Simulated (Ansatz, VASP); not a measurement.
One calculation of ZrN, two programs

Contents of INCAR:

```
SYSTEM = ZrN
  ALGO = Normal
  EDIFF = 1E-6
  ENCUT = 600
  GGA = CA
  GGA_COMPAT = .FALSE.
  ISIF = 2
  ISMEAR = -1
  LASPH = .TRUE.
  LCHARG = .FALSE.
  LREAL = .FALSE.
  LWAVE = .FALSE.
  NBANDS = 16
  NELM = 120
  PREC = Accurate
  SIGMA = 0.03
```

Contents of KPOINTS:

```
k-points
0
G
  9 9 9
  0 0 0
```

File POSCAR:

```
ZrN
1.0
    0.0000000000      2.3142891050      2.3142891050
    2.3142891050      0.0000000000      2.3142891050
    2.3142891050      2.3142891050      0.0000000000
Zr N
1 1
Direct
    0.0000000000      0.0000000000      0.0000000000
    0.5000000000      0.5000000000      0.5000000000
```

Input for Ansatz:

```yaml
crystal:
  lattice:
    - [0.0, 2.314289105, 2.314289105]
    - [2.314289105, 0.0, 2.314289105]
    - [2.314289105, 2.314289105, 0.0]
  atoms:
    - { symbol: Zr, position: [0.0, 0.0, 0.0] }
    - { symbol: "N", position: [0.5, 0.5, 0.5] }
kpoints:
  mp_grid: { grid: [9, 9, 9] }
  band_path:
    path:
      - [0.0, 0.0, 0.0]
      - [0.5, 0.0, 0.5]
      - [0.625, 0.25, 0.625]
      - [0.375, 0.375, 0.75]
      - [0.0, 0.0, 0.0]
      - [0.5, 0.5, 0.5]
      - [0.5, 0.25, 0.75]
      - [0.5, 0.0, 0.5]
    npoints: 5
scf:
  occupations: { method: fermi_dirac, width: 0.03 }
hamiltonian:
  xc: lda
  pseudopotentials: { kind: all_electron, lapw: { basis_error: 0.00025 } }
output:
  forces: true
  stress: true
  eigenvalues: true
```

Change from the starting cell: volume scaled by 1.04.

Alike in both runs: task single point; functional LDA; k mesh 9 × 9 × 9; occupations fermi-dirac, width 0.03 eV; no spin polarisation.

```csv
,VASP,Ansatz
version,VASP 6.6.1,Ansatz 0.2.0
potentials or method,"VASP PAW LDA potentials, release 64 (Zr_sv, N), cutoff 600 eV","all-electron LAPW, scalar-relativistic"
```

|  | VASP | Ansatz | Ansatz less VASP |
| --- | --- | --- | --- |
| pressure (GPa) | -16.1 | -16.6 | -0.52 |

LDA's correlation is that of Perdew and Zunger in VASP and of Perdew and Wang (1992) in Ansatz. Ansatz ran all-electron here, and VASP with PAW potentials.
